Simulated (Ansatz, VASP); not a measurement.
Ti2Al6H: VASP beside Ansatz

```
Al Ti H
1.0
     5.02419    0.00000    0.00000
     2.15888    4.53670    0.00000
     0.00000    0.00000   21.21871
Al Ti H
6 2 1
Cartesian
  2.5121 0.0000 4.0000
  1.0794 2.2684 4.0000
  0.0000 0.0000 5.3414
  1.0794 2.2684 6.7763
  2.5121 0.0000 6.7763
  3.5915 2.2684 8.1187
  3.5915 2.2684 5.3414
  0.0000 0.0000 8.0567
  7.1831 4.5367 10.3187
```

Alike in both runs: task single point; functional PBE; dispersion D3(BJ); k mesh 6 × 6 × 1; occupations gaussian, width 0.1 eV; no spin polarisation.

|  | VASP | Ansatz |
| --- | --- | --- |
| version | VASP 6.6.1 | Ansatz 0.2.0 |
| potentials or method | VASP PAW PBE potentials, release 64 (Al, Ti_sv, H), cutoff 520 eV | scalar-relativistic, plane waves, PAW |
| valence electrons in the cell | 43 | 43 |

|  | VASP | Ansatz | Ansatz less VASP |
| --- | --- | --- | --- |
| gap on the k mesh at the Fermi level (eV) | none | none | - |
| rms of the force components (eV/Å) | 0.570 | 0.570 | 0.0000 |

A gap of «none» marks a metal or a gap that the smearing closes.
